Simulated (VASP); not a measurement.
Wanted: the native input for a VASP 6.6.1 run.

```
Task                   : single point
Functional             : PBE
Potentials or basis    : VASP PAW PBE potentials, release 64 (Al, Cu)
Cutoff                 : 520 eV
k mesh                 : 12 × 12 × 12
Occupations            : gaussian, width 0.15 eV
Spin                   : no spin polarisation
Dipole correction      : no
Further INCAR settings : ALGO = Fast; EDIFF = 1e-06; NBANDS = 26
```

The structure of Al2Cu lies in POSCAR:

```
Al2Cu
1.0
   -3.0261888737      3.1472364286      2.4416174552
    3.0261888737     -3.1472364286      2.4416174552
    3.0261888737      3.1472364286     -2.4416174552
Al Cu
4 2
Direct
    0.1587211841      0.6587211841      0.8174423682
    0.6587211841      0.8412788159      0.5000000000
    0.8412788159      0.3412788159      0.1825576318
    0.3412788159      0.1587211841      0.5000000000
    0.7500000000      0.7500000000      0.0000000000
    0.2500000000      0.2500000000      0.0000000000
```

This cell differs from its parent crystal: strain +0.0400 x Voigt [0, 1, 0, 0, 0, 0].

One way to write it, as run:

INCAR

```
PREC = Accurate ; ENCUT = 520
EDIFF = 1E-6 ; ISMEAR = 0
SIGMA = 0.15 ; LREAL = F
LASPH = T ; NELM = 60
ALGO = Fast ; ISIF = 2
LWAVE = F ; LCHARG = F
GGA = PE ; NBANDS = 26
```

KPOINTS

```
regular mesh
0
Gamma
  12 12 12
```

Potentials or basis: VASP PAW PBE potentials, release 64 (Al, Cu).

Command:

```console
$ cat potpaw_PBE.64/Al/POTCAR potpaw_PBE.64/Cu/POTCAR > POTCAR
$ mpirun -np 1 vasp_std > vasp.out
```

It gave:

The pressure is -3.3 GPa. The largest force is 0.123 eV/Å and the band gap on the k mesh is zero (bands 17 and 18 overlap by 4.26 eV).

Caveat: the cell differs from its parent crystal (strain +0.0400 x Voigt [0, 1, 0, 0, 0, 0]); the cell stands under tension.

Run time: 9.6 min on 1 thread of Intel(R) Xeon(R) Platinum 8559C (Emerald Rapids) (shared host), peak memory 0.66 GiB.
